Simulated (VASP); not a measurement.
Wanted: the native input for a VASP 6.6.1 run.

* Task: electric field gradients
* Functional: LDA
* Potentials or basis: VASP PAW LDA potentials, release 64 (B, W_sv)
* Cutoff: 520 eV
* k mesh: 14 × 14 × 12
* Occupations: fermi-dirac, width 0.05 eV
* Spin: no spin polarisation
* Dipole correction: no
* Further INCAR settings: ALGO = Normal; EDIFF = 1e-08; NBANDS = 17

The structure of B2W lies in POSCAR:

```
B2W
1.0
    3.0099010059      0.0000000000      0.0000000000
   -1.5049505030      2.6066507339      0.0000000000
    0.0000000000      0.0000000000      3.0397992549
B W
2 1
Direct
    0.3333333333      0.6666666667      0.5000000000
    0.6666666667      0.3333333333      0.5000000000
    0.0000000000      0.0000000000      0.0000000000
```

The input as run:

INCAR

```
  PREC = Accurate
  ENCUT = 520
  EDIFF = 1E-8
  ISMEAR = -1
  SIGMA = 0.05
  LREAL = F
  LASPH = T
  NELM = 80
  ALGO = Normal
  ISIF = 2
  LWAVE = F
  LCHARG = F
  GGA = CA
  LEFG = T
  NBANDS = 17
```

KPOINTS

```
regular mesh
0
Gamma
  14 14 12
```

Potentials or basis: VASP PAW LDA potentials, release 64 (B, W_sv).

Run with:

```console
$ cat potpaw_LDA.64/B/POTCAR potpaw_LDA.64/W_sv/POTCAR > POTCAR
$ mpirun -np 1 vasp_std > vasp.out
```

Results of the run:

- Pressure: 29.0 GPa
- Band gap on the k mesh: zero (bands 10 and 11 overlap by 4.83 eV)
- Largest electric field gradient by atom: B +2.1; W +15.4 V/Å²

Caveat: the cell stands under pressure; without QUAD_EFG the Cq values of the log hold for a quadrupole moment of 1 mb, not for the nuclei; spin-orbit coupling is left out, which moves the levels of the heavy elements.

Wall time 63 s on 1 thread of Intel Xeon 8259CL (shared host), peak memory 0.18 GiB.
